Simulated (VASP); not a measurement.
# Hf8HO16 (a cell with a defect) in VASP: a series of runs, part 2 of 2

VASP 6.6.1. The steps go on from the part before.

### 4 Single point, PBE

File INCAR:

```
PREC = Accurate
ENCUT = 520
EDIFF = 1E-6
ISMEAR = -1
SIGMA = 0.01
LREAL = F
LASPH = T
NELM = 120
ALGO = Normal
ISIF = 2
LWAVE = F
LCHARG = F
GGA = PE
NELECT = 176.0
NBANDS = 106
GGA_COMPAT = F
```

File KPOINTS:

```
Automatic mesh
0
Gamma
  1 1 1
```

File POSCAR:

```
Hf8HO16
1.0
    0.0000000000      5.0697034800      5.1017273300
    5.2943205200      0.0000000000      5.1017273300
    5.2943205200      5.0697034800      0.0000000000
Hf O H
8 16 1
Direct
    0.2564945817      0.0121427817      0.0172886366
    0.7427413871      0.5078063638      0.5224849010
    0.2802681382      0.4739363968      0.9878765204
    0.7740958760      0.9730779483      0.4995238696
    0.2264728553      0.0256140028      0.5026775171
    0.7294655700      0.5204404829      0.0063218671
    0.2608226028      0.4880707075      0.4743252550
    0.7481911942      1.0010644178      0.9555062170
    0.0326514130      0.3203582134      0.0449205639
    0.5293610836      0.8212848036      0.5516022381
    0.4086083213      0.4405552375      0.6761591509
    0.9083687784      0.9349675367      0.1729009416
    0.1037713028      0.3896274533      0.3454258175
    0.6072238015      0.8895938441      0.8467324905
    0.3348793226      0.6557621422      0.1079329681
    0.8443447818      0.1492933251      0.6052317318
    0.1362523891      0.8588464442      0.3977681370
    0.6429218289      0.3506245059      0.9026643744
    0.4018894556      0.0941232088      0.1419645220
    0.9003084190      0.5964742831      0.6383142737
    0.2040199395      0.1547663030      0.7142473397
    0.6958839122      0.6551643575      0.2169050012
    0.0696844414      0.7792856634      0.8470578554
    0.5815274675      0.2755755874      0.3330238640
    1.0201629194      0.7859705293      0.1754016861
```

Run with:

```
cat potpaw_PBE.64/Hf_pv/POTCAR potpaw_PBE.64/O/POTCAR potpaw_PBE.64/H/POTCAR > POTCAR
mpirun -np 1 vasp_gam > vasp.out
```

It took 1.7 min on 1 thread of AMD EPYC 7R43 (Zen 3), shared host; peak memory 0.36 GiB.

The run converged. Its results:

- Free energy: -250.7101 eV
- Largest force: 0.148 eV/Å

Forces in eV/Å, atoms in the order of the input:
```
Hf   0.041  0.016  0.042
Hf   0.041  0.010 -0.006
Hf  -0.045  0.010 -0.006
Hf   0.000  0.021 -0.003
Hf   0.036 -0.003  0.016
Hf   0.034  0.021  0.002
Hf  -0.038  0.006 -0.023
Hf  -0.043 -0.045 -0.003
O   -0.039 -0.040 -0.007
O   -0.045 -0.041 -0.009
O    0.044 -0.035  0.003
O    0.110 -0.098  0.008
O   -0.013  0.033  0.004
O    0.011  0.035  0.026
O    0.007  0.026 -0.008
O    0.018  0.046 -0.026
O    0.020 -0.034  0.006
O    0.001 -0.042 -0.009
O   -0.037 -0.054  0.001
O   -0.013 -0.045  0.003
O   -0.041  0.031  0.011
O   -0.044  0.041 -0.010
O    0.037  0.035 -0.008
O    0.040  0.044  0.011
H   -0.085  0.062 -0.016
```

Levels at points of the mesh, in eV from the Fermi level:
```tsv
k point	band 86	band 87	band 88	band 89	band 90	band 91
(0.00, 0.00, 0.00)	-0.67	-0.47	-0.28	4.28	4.48	4.55
```

Caveat: the k points lie up to 1.06 Å⁻¹ apart; the cell carries a net charge on a neutralising background, which shifts energy and pressure; the cell is charged against a uniform background, so pressure and absolute levels hang on convention; spin-orbit coupling is left out, which moves the levels of the heavy elements.

### 5 Single point, PBE

File INCAR:

```
SYSTEM = Hf8HO16
PREC = Accurate
ENCUT = 520
EDIFF = 1E-6
ISMEAR = -1
SIGMA = 0.01
LREAL = .False.
LASPH = .True.
NELM = 120
ALGO = Normal
ISIF = 2
LWAVE = .False.
LCHARG = .False.
GGA = PE
NELECT = 176.0
NBANDS = 106
GGA_COMPAT = .False.
```

File KPOINTS:

```
Automatic mesh
0
Gamma
  1 1 1
  0 0 0
```

File POSCAR:

```
Hf8HO16
1.0
    0.0000000000      5.0697034800      5.1017273300
    5.2943205200      0.0000000000      5.1017273300
    5.2943205200      5.0697034800      0.0000000000
Hf O H
8 16 1
Direct
    0.2469855031      0.0001159441      0.0274208296
    0.7423034098      0.5117870988      0.5266246564
    0.2861350055      0.4823807469      0.9883770289
    0.7733213258      0.9771513330      0.4927228853
    0.2234434810      0.0253744058      0.5124471387
    0.7050465835      0.5441300873     -0.0005095646
    0.2564957682      0.4933307572      0.4800494225
    0.7550228808      0.9969720225      0.9749490144
    0.0165354813      0.3267249549      0.0656297511
    0.5256519548      0.8235153594      0.5599692902
    0.3981696127      0.4547501637      0.6801538128
    0.9024738895      0.9480440955      0.1792648641
    0.0988208791      0.3917399864      0.3448028499
    0.5991650719      0.8943908025      0.8512521028
    0.3438159173      0.6529054454      0.1109229552
    0.8390865056      0.1542410931      0.6108977499
    0.1353677615      0.8613332573      0.4040244225
    0.6381714034      0.3577405313      0.9063929002
    0.3931478250      0.1018790972      0.1416972199
    0.8964836237      0.5969495001      0.6499608028
    0.1904278656      0.1665952308      0.7249620429
    0.6962540971      0.6525923977      0.2212664242
    0.0733097913      0.7854405373      0.8457356026
    0.5682466189      0.2827487252      0.3453440740
    0.9817765713      0.3241861434      0.2146652171
```

Potentials or basis: VASP PAW PBE potentials, release 64 (Hf_pv, O, H).

Run with:

```
cat potpaw_PBE.64/Hf_pv/POTCAR potpaw_PBE.64/O/POTCAR potpaw_PBE.64/H/POTCAR > POTCAR
mpirun -np 1 vasp_gam > vasp.out
```

OUTCAR:

```text
SYSTEM = Hf8HO16
   PREC = Accurate
   ENCUT = 520
   EDIFF = 1E-6
   ISMEAR = -1
   LREAL = .False.
   LASPH = .True.
   NELM = 120
   ISIF = 2
   GGA = PE
   NELECT = 176.0

 ion  position               nearest neighbor table
   1  0.247  0.000  0.027-  21 2.04  15 2.10  14 2.15  19 2.16   9 2.22  17 2.24  12 2.31   6 3.36
                             4 3.45   7 3.47   8 3.47   3 3.55   5 3.57   8 3.75   7 3.75   5 3.77
   2  0.742  0.512  0.527-  22 2.04  10 2.11  20 2.17  16 2.17  13 2.19  18 2.26  11 2.32   3 3.37
                             4 3.41   6 3.47   7 3.48   8 3.49   5 3.55   7 3.74   8 3.75   5 3.78
   3  0.286  0.482  0.988-  23 2.04  11 2.08  18 2.10  15 2.14  13 2.17  19 2.27   9 2.41   6 3.30
                             2 3.37   8 3.51   7 3.55   1 3.55   5 3.55   5 3.69   7 3.79   1 3.83
   4  0.773  0.977  0.493-  24 2.04  12 2.10  17 2.16  14 2.17  16 2.20  20 2.27  10 2.29   2 3.41
                             6 3.41   1 3.45   5 3.50   8 3.55   7 3.55   5 3.73   7 3.78   8 3.79
   5  0.223  0.025  0.512-  10 2.02  21 2.15  17 2.17  13 2.20  19 2.25  23 2.25  16 2.29   8 3.42
                             7 3.44   4 3.50   3 3.55   2 3.55   1 3.57   3 3.69   4 3.73   1 3.77
   6  0.705  0.544  0.999-  14 2.09  22 2.12  18 2.13   9 2.13  15 2.15  20 2.16  24 2.33   3 3.30
                             1 3.36   4 3.41   7 3.42   8 3.43   2 3.47   4 3.84
   7  0.256  0.493  0.480-  11 2.00  24 2.10  20 2.18  15 2.20  17 2.23  21 2.24  13 2.35   6 3.42
[... 338 lines left out ...]

------------------------ aborting loop because EDIFF is reached ----------------------------------------

  FORCE on cell =-STRESS in cart. coord.  units (eV):
  Direction    XX          YY          ZZ          XY          YZ          ZX
  --------------------------------------------------------------------------------------
  -------------------------------------------------------------------------------------
  Total      -13.9369626    -12.9039207    -11.9049375     -2.1012258      2.0289274      0.4822216
  in kB      -81.5339885    -75.4904894    -69.6462401    -12.2925865     11.8696268      2.8210916
  external PRESSURE =     -75.5569060 kB  Pullay stress =       0.0000000 kB

 VOLUME and BASIS-vectors are now :
 -----------------------------------------------------------------------------
  energy-cutoff  :      520.00
  volume of cell :      273.87
      direct lattice vectors                 reciprocal lattice vectors
     0.000000000  5.069703480  5.101727330    -0.094440825  0.098625097  0.098006022
     5.294320520  0.000000000  5.101727330     0.094440825 -0.098625097  0.098006022
     5.294320520  5.069703480  0.000000000     0.094440825  0.098625097 -0.098006022

 POSITION                                       TOTAL-FORCE (eV/Angst)
 -----------------------------------------------------------------------------------
      0.14579      1.39116      1.26064         0.001539      0.025187     -0.002463
      5.49768      6.43309      6.39803         0.046811      0.010527     -0.004495
      7.78666      6.46140      3.92076        -0.042420      0.018764      0.044748
      7.78199      6.41847      8.93043        -0.039857      0.009190     -0.009103
      2.84740      3.73075      1.26940         0.032629      0.013272     -0.021974
      8.17242      8.64150      6.37296         0.040973     -0.047363     -0.006155
[... 17 lines left out ...]
      3.32532      4.63163      4.34155         0.044426      0.041182     -0.009782
      2.85285      6.06561      6.66267         0.083248      0.060306     -0.015083
 -----------------------------------------------------------------------------------
    total drift:                                0.000224      0.000597      0.000693

  FREE ENERGIE OF THE ION-ELECTRON SYSTEM (eV)
  ---------------------------------------------------
  free  energy   TOTEN  =      -250.7100709011 eV

  energy  without entropy=     -250.7100709011  energy(sigma->0) =     -250.71007090
```

stdout:

```text
POSCAR found type information on POSCAR HfO H
 POSCAR found :  3 types and      25 ions
 scaLAPACK will be used
 -----------------------------------------------------------------------------
|                                                                             |
|                                                                             |
|     You have a (more or less) 'large supercell' and for larger cells it     |
|     might be more efficient to use real-space projection operators.         |
|     Therefore, try LREAL= Auto in the INCAR file.                           |
|     Mind: For very accurate calculation, you might also keep the            |
|     reciprocal projection scheme (i.e. LREAL=.FALSE.).                      |
|                                                                             |
 -----------------------------------------------------------------------------

 LDA part: xc-table for (Slater+PW92), standard interpolation
 POSCAR, INCAR and KPOINTS ok, starting setup
 FFT: planning ... GRIDC
 FFT: planning ... GRID_SOFT
 FFT: planning ... GRID
 WAVECAR not read
 entering main loop
 the old and the new charge density differ
 old charge density:   177.00000 new  176.00000
    0.139E+02
```

Run time: 1.8 min. Hardware: 1 thread of AMD EPYC 7R43 (Zen 3), shared host; peak memory 0.35 GiB.

Results:

| Quantity | Value |
| --- | --- |
| Free energy | -250.7101 eV |
| Largest force | 0.148 eV/Å |

Forces in eV/Å, atoms in the order of the input:
```
Hf   0.002  0.025 -0.002
Hf   0.047  0.011 -0.004
Hf  -0.042  0.019  0.045
Hf  -0.040  0.009 -0.009
Hf   0.033  0.013 -0.022
Hf   0.041 -0.047 -0.006
Hf  -0.033  0.021  0.002
Hf  -0.036 -0.008  0.016
O   -0.109 -0.100  0.007
O   -0.042 -0.042  0.000
O    0.040 -0.040 -0.008
O    0.044 -0.039 -0.006
O   -0.008  0.026 -0.008
O   -0.016  0.045 -0.025
O   -0.010  0.035  0.027
O    0.012  0.034  0.003
O    0.015 -0.044  0.003
O    0.035 -0.051  0.001
O   -0.021 -0.034  0.004
O   -0.003 -0.041 -0.008
O   -0.040  0.041  0.011
O   -0.037  0.036 -0.007
O    0.041  0.031  0.010
O    0.044  0.041 -0.010
H    0.083  0.060 -0.015
```

Levels at points of the mesh, in eV from the Fermi level:
```csv
k point,band 86,band 87,band 88,band 89,band 90,band 91
"(0.00, 0.00, 0.00)",-0.70,-0.50,-0.31,4.25,4.45,4.52
```

Caveat: the k points lie up to 1.06 Å⁻¹ apart; the cell carries a net charge on a neutralising background, which shifts energy and pressure; the cell is charged against a uniform background, so pressure and absolute levels hang on convention; spin-orbit coupling is left out, which moves the levels of the heavy elements.
